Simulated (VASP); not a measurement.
Set up this calculation in VASP 6.6.1, as the native input.

- Task: single point
- Functional: r2SCAN
- Dispersion: D4
- Potentials or basis: VASP PAW PBE potentials, release 64 (Hg, Te)
- Cutoff: 520 eV
- k mesh: 7 × 7 × 7
- Occupations: fermi-dirac, width 0.05 eV
- Spin: no spin polarisation
- Dipole correction: no
- Further INCAR settings: ALGO = Normal; EDIFF = 1e-06; NBANDS = 16

Crystal: HgTe (Coloradoite).

```xyz
2
Lattice="0.0000 3.2568 3.2568 3.2568 0.0000 3.2568 3.2568 3.2568 0.0000" Properties=species:S:1:pos:R:3 pbc="T T T"
Hg    0.0000    0.0000    0.0000
Te    4.8852    4.8852    4.8852
```

The input as run:

POSCAR

```
HgTe
1.0
    0.0000000000      3.2568009036      3.2568009036
    3.2568009036      0.0000000000      3.2568009036
    3.2568009036      3.2568009036      0.0000000000
Hg Te
1 1
Direct
    0.0000000000      0.0000000000      0.0000000000
    0.7500000000      0.7500000000      0.7500000000
```

INCAR.step1

```
PREC     = Accurate       # precision mode
ENCUT    = 520            # plane-wave cutoff, eV
ISMEAR   = -1             # smearing method
SIGMA    = 0.05           # smearing width, eV
LREAL    = False          # projectors in reciprocal space
LASPH    = True           # aspherical terms in the spheres
NELM     = 80             # most SCF steps
NBANDS   = 16             # bands
GGA      = PE             # functional
ALGO     = Normal         # electronic algorithm
EDIFF    = 1E-4           # SCF threshold, eV
LWAVE    = True           # write WAVECAR
LCHARG   = False          # write CHGCAR
```

INCAR.step2

```
PREC     = Accurate       # precision mode
ENCUT    = 520            # plane-wave cutoff, eV
EDIFF    = 1E-6           # SCF threshold, eV
ISMEAR   = -1             # smearing method
SIGMA    = 0.05           # smearing width, eV
LREAL    = False          # projectors in reciprocal space
LASPH    = True           # aspherical terms in the spheres
NELM     = 80             # most SCF steps
ALGO     = Normal         # electronic algorithm
ISIF     = 2              # what is computed and relaxed
LWAVE    = False          # write WAVECAR
LCHARG   = True           # write CHGCAR
METAGGA  = R2SCAN         # meta-GGA
LMIXTAU  = True         
IVDW     = 13             # dispersion correction
VDW_S6   = 1.0          
VDW_S8   = 0.6018749    
VDW_A1   = 0.51559235   
VDW_A2   = 5.77342911   
LELF     = True           # ELF
LVHAR    = True         
NBANDS   = 16             # bands
ISTART   = 1
```

KPOINTS

```
regular mesh
0
Gamma
  7 7 7
```

Potentials or basis: VASP PAW PBE potentials, release 64 (Hg, Te).

Run with:

```console
$ cat potpaw_PBE.64/Hg/POTCAR potpaw_PBE.64/Te/POTCAR > POTCAR
$ cp INCAR.step1 INCAR
$ mpirun -np 1 vasp_std > vasp.out
$ cp INCAR.step2 INCAR
$ mpirun -np 1 vasp_std > vasp.out
```

Results of the run:

- Pressure: 0.7 GPa
- Band gap on the k mesh: zero (filled and empty bands touch)
- Dispersion energy per atom: -0.132 eV

Caveat: the PAW data sets were made with another functional, which shifts forces and pressure a little; spin-orbit coupling is left out, which moves the levels of the heavy elements; pairwise dispersion overbinds metals, which lowers pressure and volume.

It took 120 s on 1 thread of AMD EPYC 7R43 64-Core Processor (Zen 3), on a shared host, peak memory 0.18 GiB.
